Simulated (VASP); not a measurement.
A run of VASP 6.6.1 is set up as follows.

File INCAR:

```
  PREC = Accurate
  ENCUT = 520
  EDIFF = 1E-7
  ISMEAR = -1
  SIGMA = 0.05
  LREAL = F
  LASPH = T
  NELM = 60
  ALGO = Normal
  ISIF = 2
  LWAVE = F
  LCHARG = T
  GGA = PS
  IVDW = 12
  LELF = T
  LVHAR = T
  NBANDS = 8
```

Contents of KPOINTS:

```
regular mesh
0
Gamma
  11 11 11
```

Contents of POSCAR:

```
Li
1.0
   -1.7428734707      1.7428734707      1.7428734707
    1.7428734707     -1.7428734707      1.7428734707
    1.7428734707      1.7428734707     -1.7428734707
Li
1
Direct
    0.0000000000      0.0000000000      0.0000000000
```

Potentials or basis: VASP PAW PBE potentials, release 64 (Li_sv).

Launch:

```console
$ cat potpaw_PBE.64/Li_sv/POTCAR > POTCAR
$ mpirun -np 1 vasp_std > vasp.out
```

(1) Estimate the dispersion energy per atom.

Answers

(1) -0.142 eV.
